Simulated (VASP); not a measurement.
# Al (P6_3/mmc) in VASP: notebook

Runs on Al. Level: r2SCAN. Tasks: single point.

All numbers are computed with VASP 6.6.1; they aren't measurements. Logs are shortened: lines on timing, memory, paths and dates and some standing lists are left out, and cuts for length are marked.

## 1. The cell of the first run

Symmetry: P6_3/mmc, No. 194, hexagonal system. Conventional cell: a = 2.705 Å, b = 2.705 Å, c = 8.869 Å, α = 90.00°, β = 90.00°, γ = 120.00°. Within 3.6 Å of Al (site symmetry -3m) lie 12 Al at 2.71 Å. Within 3.6 Å of Al (site symmetry -6m2) lie 12 Al at 2.71 Å.

This isn't the form of Al at room conditions, which is fcc.

## 2. Single point, r2SCAN (14.05 Å³/atom)

File POSCAR:

```
Al
1.0
    2.7052913888      0.0000000000      0.0000000000
   -1.3526456944      2.3428510673      0.0000000000
    0.0000000000      0.0000000000      8.8685163478
Al
4
Direct
    1.0000000000      0.0000000000      0.0000000000
    1.0000000000      0.0000000000      0.5000000000
    0.3333333333      0.6666666667      0.2500000000
    0.6666666667      0.3333333333      0.7500000000
```

File INCAR.step1:

```
PREC = Accurate
ENCUT = 520
ISMEAR = -1
SIGMA = 0.1
LREAL = False
LASPH = True
NELM = 100
NBANDS = 14
GGA = PE
ALGO = Normal
EDIFF = 1E-4
LWAVE = True
LCHARG = False
```

File INCAR.step2:

```
PREC = Accurate
ENCUT = 520
EDIFF = 1E-6
ISMEAR = -1
SIGMA = 0.1
LREAL = False
LASPH = True
NELM = 100
ALGO = Normal
ISIF = 2
LWAVE = False
LCHARG = False
METAGGA = R2SCAN
LMIXTAU = True
NBANDS = 14
ISTART = 1
```

File KPOINTS:

```
regular mesh
0
Gamma
  14 14 4
```

Potentials or basis: VASP PAW PBE potentials, release 64 (Al).

Run with:

```bash
> cat potpaw_PBE.64/Al/POTCAR > POTCAR
> cp INCAR.step1 INCAR
> mpirun -np 1 vasp_std > vasp.out
> cp INCAR.step2 INCAR
> mpirun -np 1 vasp_std > vasp.out
```

OUTCAR:

```text
PREC = Accurate
   ENCUT = 520
   EDIFF = 1E-6
   ISMEAR = -1
   LREAL = False
   LASPH = True
   NELM = 100
   ISIF = 2
   METAGGA = R2SCAN
   ISTART = 1

 ion  position               nearest neighbor table
   1  0.000  0.000  0.000-   3 2.71   4 2.71   3 2.71   4 2.71   4 2.71   3 2.71
   2  0.000  0.000  0.500-   3 2.71   4 2.71   3 2.71   4 2.71   4 2.71   3 2.71
   3  0.333  0.667  0.250-   1 2.71   2 2.71   1 2.71   2 2.71   1 2.71   2 2.71
   4  0.667  0.333  0.750-   1 2.71   2 2.71   1 2.71   2 2.71   1 2.71   2 2.71

  LATTYP: Found a hexagonal cell.
 ALAT       =     2.7052913888
 C/A-ratio  =     3.2782111326

  Lattice vectors:

 A1 = (   2.7052913888,   0.0000000000,   0.0000000000)
 A2 = (  -1.3526456944,   2.3428510673,   0.0000000000)
 A3 = (   0.0000000000,   0.0000000000,   8.8685163478)

Analysis of symmetry for initial positions (statically):
=====================================================================
 Subroutine PRICEL returns:
 Original cell was already a primitive cell.

 Routine SETGRP: Setting up the symmetry group for a
 hexagonal supercell.

 Subroutine GETGRP returns: Found 24 space group operations
 (whereof 12 operations were pure point group operations)
 out of a pool of 24 trial point group operations.

The static configuration has the point symmetry D_3d.
 The point group associated with its full space group is D_6h.

Analysis of symmetry for dynamics (positions and initial velocities):
=====================================================================
 Subroutine PRICEL returns:
 Original cell was already a primitive cell.

 Routine SETGRP: Setting up the symmetry group for a
 hexagonal supercell.

 Subroutine GETGRP returns: Found 24 space group operations
 (whereof 12 operations were pure point group operations)
 out of a pool of 24 trial point group operations.

The dynamic configuration has the point symmetry D_3d.
 The point group associated with its full space group is D_6h.

 Subroutine INISYM returns: Found 24 space group operations
 (whereof 12 operations are pure point group operations),
 and found     1 'primitive' translations

----------------------------------------------------------------------------------------

                                     Primitive cell

  volume of cell :      56.2095

  direct lattice vectors                    reciprocal lattice vectors
     2.705291389  0.000000000  0.000000000     0.369645948  0.213415188  0.000000000
    -1.352645694  2.342851067  0.000000000     0.000000000  0.426830375  0.000000000
     0.000000000  0.000000000  8.868516348     0.000000000  0.000000000  0.112758432

  length of vectors
     2.705291389  2.705291389  8.868516348     0.426830375  0.426830375  0.112758432

  position of ions in fractional coordinates (direct lattice)
     0.000000000  0.000000000  0.000000000
     0.000000000  0.000000000  0.500000000
     0.333333333  0.666666667  0.250000000
     0.666666667  0.333333333  0.750000000

  ion indices of the primitive-cell ions
   primitive index   ion index
                 1           1
                 2           2
                 3           3
                 4           4

----------------------------------------------------------------------------------------

 KPOINTS: regular mesh

Automatic generation of k-mesh.
 Grid dimensions read from file:
 generate k-points for:   14   14    4

 Generating k-lattice:

  Cartesian coordinates                     Fractional coordinates (reciprocal lattice)
     0.026403282  0.015243942  0.000000000     0.071428571  0.000000000  0.000000000
     0.000000000  0.030487884  0.000000000     0.000000000  0.071428571  0.000000000
     0.000000000  0.000000000  0.028189608     0.000000000  0.000000000  0.250000000

  Length of vectors
     0.030487884  0.030487884  0.028189608

  Shift w.r.t. Gamma in fractional coordinates (k-lattice)
     0.000000000  0.000000000  0.000000000

 Subroutine IBZKPT returns following result:
 ===========================================

 Found     72 irreducible k-points:

 Following reciprocal coordinates:
            Coordinates               Weight
  0.000000  0.000000  0.000000      1.000000
  0.071429 -0.000000  0.000000      6.000000
  0.142857  0.000000  0.000000      6.000000
  0.214286  0.000000  0.000000      6.000000
  0.285714 -0.000000  0.000000      6.000000
  0.357143  0.000000  0.000000      6.000000
[... 16 lines left out ...]
  0.285714  0.285714  0.000000      6.000000
  0.357143  0.285714  0.000000      6.000000
 [... further k-points ...]
   k-points           NKPTS =     72   k-points in BZ     NKDIM =     72   number of bands    NBANDS=     14
   number of dos      NEDOS =    301   number of ions     NIONS =      4
   total plane-waves  NPLWV =  28000
   dimension x,y,z NGX =    20 NGY =   20 NGZ =   70
   dimension x,y,z NGXF=    40 NGYF=   40 NGZF=  140
   ions per type =               4
   NGX,Y,Z   is equivalent  to a cutoff of  12.29, 12.29, 13.12 a.u.
   NGXF,Y,Z  is equivalent  to a cutoff of  24.58, 24.58, 26.24 a.u.
 SYSTEM =  unknown system
   PREC   = accura    normal or accurate (medium, high low for compatibility)
   ISTART =      1    job   : 0-new  1-cont  2-samecut
   ICHARG =      0    charge: 1-file 2-atom 10-const
   ISPIN  =      1    spin polarized calculation?
   LNONCOLLINEAR =      F non collinear calculations
   LSORBIT =      F    spin-orbit coupling
   LASPH  =      T    aspherical Exc in radial PAW
   ENCUT  =  520.0 eV  38.22 Ry    6.18 a.u.   5.03  5.03 16.49*2*pi/ulx,y,z
   NELM   =    100;   NELMIN=  2; NELMDL=  0     # of ELM steps
   EDIFF  = 0.1E-05   stopping-criterion for ELM
   LREAL  =      F    real-space projection
   EDIFFG = 0.1E-04   stopping-criterion for IOM
   NSW    =      0    number of steps for IOM
   IBRION =     -1    ionic relax: 0-MD 1-quasi-New 2-CG
   NFREE  =      0    steps in history (QN), initial steepest desc. (CG)
   ISIF   =      2    stress and relaxation
   ISYM   =      2    0-nonsym 1-usesym 2-fastsym
   POTIM  = 0.5000    time-step for ionic-motion
   TEBEG  =    0.0;   TEEND  =   0.0 temperature during run
   PSTRESS=    0.0 pullay stress
   NELECT =      12.0000    total number of electrons
   NUPDOWN=      -1.0000    fix difference up-down
   EMIN   =  10.00;   EMAX   =-10.00  energy-range for DOS
   EFERMI =   0.00;   METHOD = LEGACY
   ISMEAR =    -1;   SIGMA  =   0.10  broadening in eV -4-tet -1-fermi 0-gaus
   EFERMI_NEDOS =   21; number of points for ismear=-14 and -15
   IALGO  =     38    algorithm
   IMIX   =      4    mixing-type and parameters
     AMIX     =   0.40;   BMIX     =  1.00
     AMIX_MAG =   1.60;   BMIX_MAG =  1.00
  volume/ion in A,a.u.               =      14.05        94.83
  Fermi-wavevector in a.u.,A,eV,Ry     =   0.978435  1.848974 13.025336  0.957335
  Thomas-Fermi vector in A             =   2.109210
   LORBIT       =      0    0 simple, 1 ext, 2 COOP (PROOUT), +10 PAW based schemes
   METAGGA = R2SCAN    functional components
   LHFCALC =     F    Hartree Fock is set to
   AEXX    =    0.0000 exact exchange contribution
   IVDW    =     0    specifies the selected vdW correction
   LEPSILON=     F    determine dielectric tensor
   LRPA    =     F    only Hartree local field effects (RPA)
 non-spin polarized calculation
  energy-cutoff  :      520.00
  volume of cell :       56.21
 maximum number of plane-waves:      1534
 NGX is ok and might be reduce to    20
   NGX =  9   NGY =  9   NGZ = 33

 number of electron      12.0000000 magnetization

 Free energy of the ion-electron system (eV)
  ---------------------------------------------------
  ext. energy  EPLUGINS =         0.00000000
  ---------------------------------------------------
  free energy    TOTEN  =       -26.60078965 eV

  energy without entropy =      -26.55952184  energy(sigma->0) =      -26.58015575

 E-fermi :   9.7847     XC(G=0): -11.5182

 val. band max:        9.7597508583   @ k =   0.3571   0.2857   0.0000
 cond. band min:       9.8465344277   @ k =   0.2143   0.0000   0.5000
 fundamental gap:      0.0867835693
 Fermi energy:         9.7846578433

 k-point     1 :       0.0000    0.0000    0.0000
  band No.  band energies     occupation
      1      -3.2343      2.00000
      2      -1.2599      2.00000
      3      -1.2572      2.00000
      4       4.0903      2.00000
      5       4.9732      2.00000
      6      13.7141      0.00000
      7      13.7200      0.00000
      8      22.4533      0.00000
      9      22.4533      0.00000
     10      22.5504      0.00000
     11      22.5504      0.00000
     12      23.4157      0.00000
     13      23.4214      0.00000
     14      23.4397      0.00000

 k-point     2 :       0.0714   -0.0000    0.0000
  band No.  band energies     occupation
      1      -3.0888      2.00000
      2      -1.1168      2.00000
      3      -1.1141      2.00000
      4       4.2242      2.00000
      5       5.1108      2.00000
      6      13.8190      0.00000
      7      13.8321      0.00000
      8      19.8810      0.00000
      9      20.9829      0.00000
     10      21.2463      0.00000
     11      21.3774      0.00000
     12      22.4518      0.00000
     13      22.4942      0.00000
     14      22.5135      0.00000

 k-point     3 :       0.1429    0.0000    0.0000
  band No.  band energies     occupation
      1      -2.6533      2.00000
      2      -0.6885      2.00000
      3      -0.6856      2.00000
      4       4.6260      2.00000
      5       5.5188      2.00000
      6      14.0725      0.00000
      7      14.1410      0.00000
      8      16.8930      0.00000
      9      18.2942      0.00000
     10      18.4483      0.00000
     11      19.6760      0.00000
     12      20.9665      0.00000
     13      21.2878      0.00000
     14      21.2898      0.00000
[... 324 lines left out ...]
 k-point    23 :       0.2857    0.2857    0.0000
  band No.  band energies     occupation
      1       3.5470      2.00000
      2       5.3288      2.00000
      3       5.3551      2.00000
      4       7.2222      2.00000
      5       7.3275      2.00000
      6       8.6141      1.99998
      7       8.9533      1.99951
      8       9.4820      1.90748
      9      10.2426      0.02032
     10      10.6201      0.00047
     11      12.8122      0.00000
     12      14.1888      0.00000
     13      14.6207      0.00000
     14      15.4884      0.00000

 k-point    24 :       0.3571    0.2857    0.0000
  band No.  band energies     occupation
      1       5.2610      2.00000
      2       5.3244      2.00000
      3       6.6034      2.00000
      4       6.6506      2.00000
      5       7.0550      2.00000
      6       7.4541      2.00000
      7       7.8537      2.00000
      8       9.2301      1.99222
      9       9.7598      1.12390
     10      12.1207      0.00000
     11      12.5805      0.00000
     12      13.8212      0.00000
     13      14.2989      0.00000
     14      14.3831      0.00000

 [... further k-points ...]
[... 5 lines left out ...]
  --------------------------------------------------------------------------------------
  -------------------------------------------------------------------------------------
  Total        5.1342888      5.1342888      5.4329638      0.0000000      0.0000000      0.0000000
  in kB      146.3461063    146.3461063    154.8594423      0.0000000      0.0000000      0.0000000
  external PRESSURE =     149.1838850 kB  Pullay stress =       0.0000000 kB

 VOLUME and BASIS-vectors are now :
 -----------------------------------------------------------------------------
  energy-cutoff  :      520.00
  volume of cell :       56.21
      direct lattice vectors                 reciprocal lattice vectors
     2.705291389  0.000000000  0.000000000     0.369645948  0.213415188  0.000000000
    -1.352645694  2.342851067  0.000000000     0.000000000  0.426830375  0.000000000
     0.000000000  0.000000000  8.868516348     0.000000000  0.000000000  0.112758432

 POSITION                                       TOTAL-FORCE (eV/Angst)
 -----------------------------------------------------------------------------------
      0.00000      0.00000      0.00000        -0.000000      0.000000     -0.000000
      0.00000      0.00000      4.43426        -0.000000      0.000000     -0.000000
     -0.00000      1.56190      2.21713         0.000000     -0.000000     -0.000000
      1.35265      0.78095      6.65139        -0.000000      0.000000      0.000000
 -----------------------------------------------------------------------------------
    total drift:                               -0.000000      0.000000     -0.000000

  FREE ENERGIE OF THE ION-ELECTRON SYSTEM (eV)
  ---------------------------------------------------
  free  energy   TOTEN  =       -26.6007896549 eV

  energy  without entropy=      -26.5595218393  energy(sigma->0) =      -26.58015575
```

Wall time 1.7 min (1 thread of AMD EPYC 9R45 (Zen 5), shared host); peak memory 0.15 GiB.

What came out:

| Item | Value |
| --- | --- |
| Free energy | -26.6008 eV |
| Pressure | 14.9 GPa |
| Band gap on the k mesh | zero (bands 6 and 7 overlap by 6.26 eV) |

Caveat: the cell stands under pressure; the PAW data sets were made with another functional, which shifts forces and pressure a little.

[end of part 1 of 2]

The gap in the log of VASP goes by the Fermi energy; the results here count the filled bands.